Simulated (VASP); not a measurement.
Wanted: the native input for a VASP 6.6.1 run.

| Property | Result |
| --- | --- |
| Task | single point |
| Functional | PBE |
| Potentials or basis | VASP PAW PBE potentials, release 64 (Cs_sv, Cl) |
| Cutoff | 500 eV |
| k mesh | 6 × 6 × 6 |
| Occupations | fermi-dirac, width 0.02 eV |
| Spin | no spin polarisation |
| Dipole correction | no |
| Further INCAR settings | ALGO = Normal; EDIFF = 1e-06; NBANDS = 15 |

The structure of CsCl lies in POSCAR:

```
CsCl
1.0
    4.1368324570      0.0000000000      0.0000000000
    0.0000000000      4.1368324570      0.0000000000
    0.0000000000      0.0000000000      4.1368324570
Cs Cl
1 1
Direct
    0.0000000000      0.0000000000      0.0000000000
    0.5000000000      0.5000000000      0.5000000000
```

The input as run:

INCAR

```
PREC     = Accurate       # precision mode
ENCUT    = 500            # plane-wave cutoff, eV
EDIFF    = 1E-6           # SCF threshold, eV
ISMEAR   = -1             # smearing method
SIGMA    = 0.02           # smearing width, eV
LREAL    = F              # projectors in reciprocal space
LASPH    = T              # aspherical terms in the spheres
NELM     = 120            # most SCF steps
ALGO     = Normal         # electronic algorithm
ISIF     = 2              # what is computed and relaxed
LWAVE    = F              # write WAVECAR
LCHARG   = F              # write CHGCAR
GGA      = PE             # functional
NBANDS   = 15             # bands
GGA_COMPAT= F
```

KPOINTS

```
regular mesh
0
Gamma
  6 6 6
```

Potentials or basis: VASP PAW PBE potentials, release 64 (Cs_sv, Cl).

Command:

```console
$ cat potpaw_PBE.64/Cs_sv/POTCAR potpaw_PBE.64/Cl/POTCAR > POTCAR
$ mpirun -np 1 vasp_std > vasp.out
```

It gave:

```yaml
Pressure: 0.8 GPa
Band_gap_on_the_k_mesh: 5.21 eV, direct
```

Caveat: spin-orbit coupling is left out, which moves the levels of the heavy elements.

Wall time 15 s on 1 thread of AMD EPYC 7R43 64-Core Processor (Zen 3), with other jobs on the host, peak memory 0.14 GiB.
